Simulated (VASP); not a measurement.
# Bi (Pm-3m) in VASP: single point with LDA

Aim: the single point of Bi with LDA.

Everything below comes from runs of VASP 6.6.1. Logs are shortened: lines on timing, memory, paths and dates and some standing lists are left out, and cuts for length are marked.

## (1) The cell of the first run

The structure is cubic, space group Pm-3m (No. 221). Conventional cell: a = 2.450 Å, b = 2.450 Å, c = 2.450 Å, α = 90.00°, β = 90.00°, γ = 90.00°. Bi (site symmetry m-3m) has 6 Bi at 2.45 Å within 3.2 Å.

This isn't the form of Bi at room conditions, which is rhombohedral.

## (2) Single point, LDA (14.71 Å³/atom)

Input file POSCAR:

```
Bi
1.0
    2.4502640710      0.0000000000      0.0000000000
    0.0000000000      2.4502640710      0.0000000000
    0.0000000000      0.0000000000      2.4502640710
Bi
1
Direct
    0.0000000000      0.0000000000      0.0000000000
```

Input file INCAR.step1:

```
ALGO     = Normal         # electronic algorithm
EDIFF    = 1E-6           # SCF threshold, eV
ENCUT    = 400            # plane-wave cutoff, eV
GGA_COMPAT= False        
ISIF     = 2              # what is computed and relaxed
ISMEAR   = -1             # smearing method
LASPH    = True           # aspherical terms in the spheres
LCHARG   = True           # write CHGCAR
LORBIT   = 11             # projections on sites
LREAL    = False          # projectors in reciprocal space
LWAVE    = False          # write WAVECAR
NBANDS   = 14             # bands
NEDOS    = 2001           # points of the DOS
NELM     = 120            # most SCF steps
PREC     = Accurate       # precision mode
SIGMA    = 0.05           # smearing width, eV
```

Input file KPOINTS.step1:

```
k-points
0
Gamma
  12 12 12
```

Input file INCAR.step2:

```
ALGO     = Normal         # electronic algorithm
EDIFF    = 1E-6           # SCF threshold, eV
ENCUT    = 400            # plane-wave cutoff, eV
GGA_COMPAT= False        
ICHARG   = 11             # starting density
ISIF     = 2              # what is computed and relaxed
ISMEAR   = -5             # smearing method
LASPH    = True           # aspherical terms in the spheres
LCHARG   = False          # write CHGCAR
LORBIT   = 10             # projections on sites
LREAL    = False          # projectors in reciprocal space
LWAVE    = False          # write WAVECAR
NBANDS   = 14             # bands
NEDOS    = 1001           # points of the DOS
NELM     = 120            # most SCF steps
PREC     = Accurate       # precision mode
SIGMA    = 0.05           # smearing width, eV
```

Input file KPOINTS.step2:

```
k-points
0
Gamma
  18 18 18
```

Potentials or basis: VASP PAW LDA potentials, release 64 (Bi_d).

Run with:

```console
cat potpaw_LDA.64/Bi_d/POTCAR > POTCAR
cp INCAR.step1 INCAR
cp KPOINTS.step1 KPOINTS
mpirun -np 1 vasp_std > vasp.out
cp INCAR.step2 INCAR
cp KPOINTS.step2 KPOINTS
mpirun -np 1 vasp_std > vasp.out
```

OUTCAR:

```text
EDIFF = 1E-6
   ENCUT = 400
   ICHARG = 11
   ISIF = 2
   ISMEAR = -5
   LASPH = True
   LORBIT = 10
   LREAL = False
   NELM = 120
   PREC = Accurate

 ion  position               nearest neighbor table
   1  0.000  0.000  0.000-

  LATTYP: Found a simple cubic cell.
 ALAT       =     2.4502640710

  Lattice vectors:

 A1 = (   2.4502640710,   0.0000000000,   0.0000000000)
 A2 = (   0.0000000000,   2.4502640710,   0.0000000000)
 A3 = (   0.0000000000,   0.0000000000,   2.4502640710)

Analysis of symmetry for initial positions (statically):
=====================================================================
 Subroutine PRICEL returns:
 Original cell was already a primitive cell.

 Routine SETGRP: Setting up the symmetry group for a
 simple cubic supercell.

 Subroutine GETGRP returns: Found 48 space group operations
 (whereof 48 operations were pure point group operations)
 out of a pool of 48 trial point group operations.

The static configuration has the point symmetry O_h .

Analysis of symmetry for dynamics (positions and initial velocities):
=====================================================================
 Subroutine PRICEL returns:
 Original cell was already a primitive cell.

 Routine SETGRP: Setting up the symmetry group for a
 simple cubic supercell.

 Subroutine GETGRP returns: Found 48 space group operations
 (whereof 48 operations were pure point group operations)
 out of a pool of 48 trial point group operations.

The dynamic configuration has the point symmetry O_h .

 Subroutine INISYM returns: Found 48 space group operations
 (whereof 48 operations are pure point group operations),
 and found     1 'primitive' translations

----------------------------------------------------------------------------------------

                                     Primitive cell

  volume of cell :      14.7109

  direct lattice vectors                    reciprocal lattice vectors
     2.450264071  0.000000000  0.000000000     0.408119277  0.000000000  0.000000000
     0.000000000  2.450264071  0.000000000     0.000000000  0.408119277  0.000000000
     0.000000000  0.000000000  2.450264071     0.000000000  0.000000000  0.408119277

  length of vectors
     2.450264071  2.450264071  2.450264071     0.408119277  0.408119277  0.408119277

  position of ions in fractional coordinates (direct lattice)
     0.000000000  0.000000000  0.000000000

  ion indices of the primitive-cell ions
   primitive index   ion index
                 1           1

----------------------------------------------------------------------------------------

 KPOINTS: k-points

Automatic generation of k-mesh.
 Grid dimensions read from file:
 generate k-points for:   18   18   18

 Generating k-lattice:

  Cartesian coordinates                     Fractional coordinates (reciprocal lattice)
     0.022673293  0.000000000  0.000000000     0.055555556  0.000000000  0.000000000
     0.000000000  0.022673293  0.000000000     0.000000000  0.055555556  0.000000000
     0.000000000  0.000000000  0.022673293     0.000000000  0.000000000  0.055555556

  Length of vectors
     0.022673293  0.022673293  0.022673293

  Shift w.r.t. Gamma in fractional coordinates (k-lattice)
     0.000000000  0.000000000  0.000000000

 TETIRR: Found   2900 inequivalent tetrahedra from    34992

 Subroutine IBZKPT returns following result:
 ===========================================

 Found    220 irreducible k-points:

 Following reciprocal coordinates:
            Coordinates               Weight
  0.000000  0.000000  0.000000      1.000000
  0.055556  0.000000  0.000000      6.000000
  0.111111  0.000000  0.000000      6.000000
  0.166667  0.000000  0.000000      6.000000
  0.222222  0.000000  0.000000      6.000000
  0.277778  0.000000  0.000000      6.000000
[... 16 lines left out ...]
  0.277778  0.111111  0.000000     24.000000
  0.333333  0.111111  0.000000     24.000000
 [... further k-points ...]
   k-points           NKPTS =    220   k-points in BZ     NKDIM =    220   number of bands    NBANDS=     14
   number of dos      NEDOS =   1001   number of ions     NIONS =      1
   total plane-waves  NPLWV =   4096
   dimension x,y,z NGX =    16 NGY =   16 NGZ =   16
   dimension x,y,z NGXF=    32 NGYF=   32 NGZF=   32
   ions per type =               1
   NGX,Y,Z   is equivalent  to a cutoff of  10.86, 10.86, 10.86 a.u.
   NGXF,Y,Z  is equivalent  to a cutoff of  21.71, 21.71, 21.71 a.u.
 SYSTEM =  unknown system
   PREC   = accura    normal or accurate (medium, high low for compatibility)
   ISTART =      0    job   : 0-new  1-cont  2-samecut
   ICHARG =     11    charge: 1-file 2-atom 10-const
   ISPIN  =      1    spin polarized calculation?
   LNONCOLLINEAR =      F non collinear calculations
   LSORBIT =      F    spin-orbit coupling
   LASPH  =      T    aspherical Exc in radial PAW
   ENCUT  =  400.0 eV  29.40 Ry    5.42 a.u.   4.00  4.00  4.00*2*pi/ulx,y,z
   NELM   =    120;   NELMIN=  2; NELMDL=  0     # of ELM steps
   EDIFF  = 0.1E-05   stopping-criterion for ELM
   LREAL  =      F    real-space projection
   EDIFFG = 0.1E-04   stopping-criterion for IOM
   NSW    =      0    number of steps for IOM
   IBRION =     -1    ionic relax: 0-MD 1-quasi-New 2-CG
   NFREE  =      0    steps in history (QN), initial steepest desc. (CG)
   ISIF   =      2    stress and relaxation
   ISYM   =      2    0-nonsym 1-usesym 2-fastsym
   POTIM  = 0.5000    time-step for ionic-motion
   TEBEG  =    0.0;   TEEND  =   0.0 temperature during run
   PSTRESS=    0.0 pullay stress
   NELECT =      15.0000    total number of electrons
   NUPDOWN=      -1.0000    fix difference up-down
   EMIN   =  10.00;   EMAX   =-10.00  energy-range for DOS
   EFERMI =   0.00;   METHOD = LEGACY
   ISMEAR =    -5;   SIGMA  =   0.05  broadening in eV -4-tet -1-fermi 0-gaus
   EFERMI_NEDOS =   21; number of points for ismear=-14 and -15
   IALGO  =     38    algorithm
   IMIX   =      4    mixing-type and parameters
     AMIX     =   0.40;   BMIX     =  1.00
     AMIX_MAG =   1.60;   BMIX_MAG =  1.00
  volume/ion in A,a.u.               =      14.71        99.27
  Fermi-wavevector in a.u.,A,eV,Ry     =   1.647754  3.113803 36.941084  2.715093
  Thomas-Fermi vector in A             =   2.737159
   LORBIT       =     10    0 simple, 1 ext, 2 COOP (PROOUT), +10 PAW based schemes
   GGA     = CA    functional components
   LHFCALC =     F    Hartree Fock is set to
   AEXX    =    0.0000 exact exchange contribution
   IVDW    =     0    specifies the selected vdW correction
   LEPSILON=     F    determine dielectric tensor
   LRPA    =     F    only Hartree local field effects (RPA)
 non-spin polarized calculation
 Fermi weights with tetrahedron method with Bloechl corrections
  energy-cutoff  :      400.00
  volume of cell :       14.71
 maximum number of plane-waves:       284
 NGX is ok and might be reduce to    16

 number of electron      15.0000021 magnetization

 Free energy of the ion-electron system (eV)
  ---------------------------------------------------
  ext. energy  EPLUGINS =         0.00000000
  ---------------------------------------------------
  free energy    TOTEN  =         3.21778972 eV

  energy without entropy =        3.21778972  energy(sigma->0) =        3.21778972

 E-fermi :  22.6095     XC(G=0): -14.4982

 val. band max:       22.9897798585   @ k =   0.1667   0.1667   0.1667
 cond. band min:      22.2008746823   @ k =   0.2778   0.2778   0.2778
 fundamental gap:     -0.7889051761
 Fermi energy:        22.6094518216

 k-point     1 :       0.0000    0.0000    0.0000
  band No.  band energies     occupation
      1      -5.8414      2.00000
      2      -5.8414      2.00000
      3      -2.3771      2.00000
      4      -2.3771      2.00000
      5      -2.3771      2.00000
      6      -1.0287      2.00000
      7      26.2080      0.00000
      8      26.2080      0.00000
      9      26.2080      0.00000
     10      33.4758      0.00000
     11      34.0287      0.00000
     12      34.0287      0.00000
     13      40.4739      0.00000
     14      40.4739      0.00000

 k-point     2 :       0.0556    0.0000    0.0000
  band No.  band energies     occupation
      1      -5.8344      2.00000
      2      -5.7790      2.00000
      3      -2.4100      2.00000
      4      -2.4100      2.00000
      5      -2.3743      2.00000
      6      -0.9342      2.00000
      7      25.3537      0.00000
      8      26.3390      0.00000
      9      26.3390      0.00000
     10      33.6778      0.00000
     11      33.8351      0.00000
     12      34.7398      0.00000
     13      40.5316      0.00000
     14      40.5375      0.00000

 k-point     3 :       0.1111    0.0000    0.0000
  band No.  band energies     occupation
      1      -5.8143      2.00000
      2      -5.6031      2.00000
      3      -2.5039      2.00000
      4      -2.5039      2.00000
      5      -2.3665      2.00000
      6      -0.6442      2.00000
      7      23.4765      0.17288
      8      26.7229      0.00000
      9      26.7229      0.00000
     10      33.3185      0.00000
     11      33.6687      0.00000
     12      36.7806      0.00000
     13      40.6890      0.00000
     14      40.7112      0.00000

 k-point     4 :       0.1667    0.0000    0.0000
  band No.  band energies     occupation
      1      -5.7835      2.00000
      2      -5.3446      2.00000
      3      -2.6454      2.00000
      4      -2.6454      2.00000
      5      -2.3544      2.00000
      6      -0.1406      2.00000
      7      21.2762      2.00374
      8      27.3334      0.00000
      9      27.3334      0.00000
     10      32.6161      0.00000
     11      33.5492      0.00000
     12      39.2709      0.00000
     13      40.8938      0.00000
     14      40.9140      0.00000

 k-point     5 :       0.2222    0.0000    0.0000
  band No.  band energies     occupation
      1      -5.7453      2.00000
      2      -5.0466      2.00000
      3      -2.8153      2.00000
      4      -2.8153      2.00000
      5      -2.3396      2.00000
      6       0.5984      2.00000
      7      18.9940      2.00000
      8      28.1280      0.00000
      9      28.1280      0.00000
     10      31.8585      0.00000
     11      33.3192      0.00000
[... 276 lines left out ...]
 k-point    22 :       0.2222    0.1111    0.0000
  band No.  band energies     occupation
      1      -5.5818      2.00000
      2      -4.8980      2.00000
      3      -2.9969      2.00000
      4      -2.8024      2.00000
      5      -2.4628      2.00000
      6       0.9718      2.00000
      7      19.3987      2.00000
      8      25.0729     -0.04521
      9      28.6785      0.00000
     10      32.1818      0.00000
     11      35.4827      0.00000
     12      39.2159      0.00000
     13      40.3609      0.00000
     14      41.3740      0.00000

 k-point    23 :       0.2778    0.1111    0.0000
  band No.  band energies     occupation
      1      -5.5368      2.00000
      2      -4.5862      2.00000
      3      -3.1870      2.00000
      4      -2.9774      2.00000
      5      -2.4459      2.00000
      6       1.9434      2.00000
      7      17.1083      2.00000
      8      25.8410      0.00000
      9      29.6219      0.00000
     10      31.5700      0.00000
     11      34.6384      0.00000
     12      39.4162      0.00000
     13      40.2893      0.00000
     14      41.3008      0.00000

 k-point    24 :       0.3333    0.1111    0.0000
  band No.  band energies     occupation
      1      -5.4959      2.00000
      2      -4.3128      2.00000
      3      -3.3599      2.00000
      4      -3.1382      2.00000
      5      -2.4300      2.00000
      6       3.1580      2.00000
      7      14.8592      2.00000
      8      26.6837      0.00000
      9      30.6235      0.00000
     10      30.9856      0.00000
     11      33.5421      0.00000
     12      39.6560      0.00000
     13      40.2651      0.00000
     14      40.8274      0.00000

 [... further k-points ...]

------------------------ aborting loop because EDIFF is reached ----------------------------------------

  FORCE on cell =-STRESS in cart. coord.  units (eV):
  Direction    XX          YY          ZZ          XY          YZ          ZX
  --------------------------------------------------------------------------------------
  -------------------------------------------------------------------------------------
  Total       27.1841160     27.1841160     27.1841160      0.0000000      0.0000000     -0.0000000
  in kB     2960.6503564   2960.6503564   2960.6503564      0.0000000      0.0000000     -0.0000000
  external PRESSURE =    2960.6503564 kB  Pullay stress =       0.0000000 kB

 VOLUME and BASIS-vectors are now :
 -----------------------------------------------------------------------------
  energy-cutoff  :      400.00
  volume of cell :       14.71
      direct lattice vectors                 reciprocal lattice vectors
     2.450264071  0.000000000  0.000000000     0.408119277  0.000000000  0.000000000
     0.000000000  2.450264071  0.000000000     0.000000000  0.408119277  0.000000000
     0.000000000  0.000000000  2.450264071     0.000000000  0.000000000  0.408119277

 POSITION                                       TOTAL-FORCE (eV/Angst)
 -----------------------------------------------------------------------------------
      0.00000      0.00000      0.00000         0.000000      0.000000      0.000000
 -----------------------------------------------------------------------------------
    total drift:                               -0.000000     -0.000000      0.000000

  FREE ENERGIE OF THE ION-ELECTRON SYSTEM (eV)
  ---------------------------------------------------
  free  energy   TOTEN  =         3.2177897230 eV

  energy  without entropy=        3.2177897230  energy(sigma->0) =        3.21778972

 total charge

# of ion       s       p       d       tot
------------------------------------------
    1        1.587   2.319  10.278  14.184
```

It took 24 s on 1 thread of Intel Xeon 8259CL, shared host; peak memory 0.14 GiB.

Results:

| Item | Value |
| --- | --- |
| Valence electrons inside the program's atomic spheres | Bi 14.18 |

Levels at points of the mesh, in eV from the Fermi level:
```
           k point  band 4  band 5  band 6  band 7  band 8  band 9  band 10  band 11  band 12  band 13
(0.00, 0.00, 0.00)  -24.99  -24.99  -23.64    3.60    3.60    3.60    10.87    11.42    11.42    17.86
(0.50, 0.00, 0.00)  -26.00  -24.90  -15.68  -13.54    7.07    9.00     9.27     9.27    16.81    16.81
(0.50, 0.50, 0.00)  -25.86  -24.05   -8.89   -8.85   -8.85   -0.17    11.01    11.01    14.65    19.62
(0.50, 0.50, 0.50)  -23.98  -23.98   -3.99   -3.99   -3.99   -0.87     0.99     5.42     5.42     5.42
```

Caveat: spin-orbit coupling is left out, which moves the levels of the heavy elements; tetrahedron occupations give inexact forces and stress in metals.
